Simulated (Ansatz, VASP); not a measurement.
# Two plane-wave programs on Si

```xyz
4
Lattice="-3.3456 3.3456 1.9304 3.3456 -3.3456 1.9304 3.3456 3.3456 -1.9304" Properties=species:S:1:pos:R:3 pbc="T T T"
Si    1.1951    1.1951   -0.0600
Si    2.1505    2.1505    1.9904
Si    2.1505   -2.1505    1.9304
Si   -2.1505    2.1505    1.9304
```

Change from the starting cell: mode 7 frozen in at +0.000 Å and mode 10 at -0.060 Å (largest displacements).

Alike in both runs: task single point; functional PBE; k mesh 10 × 10 × 10; occupations gaussian, width 0.05 eV; no spin polarisation.

|  | VASP | Ansatz |
| --- | --- | --- |
| version | VASP 6.6.1 | Ansatz 0.2.0 |
| potentials or method | VASP PAW PBE potentials, release 64 (Si), cutoff 520 eV | scalar-relativistic, plane waves, PAW |
| valence electrons in the cell | 16 | 16 |

|  | VASP | Ansatz | Ansatz less VASP |
| --- | --- | --- | --- |
| gap on the k mesh at the Fermi level (eV) | 0.17 | 0.17 | -0.002 |
| least direct gap on the mesh (eV) | 0.20 | 0.20 | -0.002 |
| pressure (GPa) | 0.2 | 0.3 | +0.06 |
| traceless stress, the component that is largest in VASP (GPa) | -1.53 | -1.54 | -0.007 |
| rms of the force components (eV/Å) | 0.596 | 0.598 | +0.0017 |

Atom by atom the forces differ by 0.002 eV/Å (rms over components). The functional is the same, so the differences come from potentials, cutoffs and numerics.
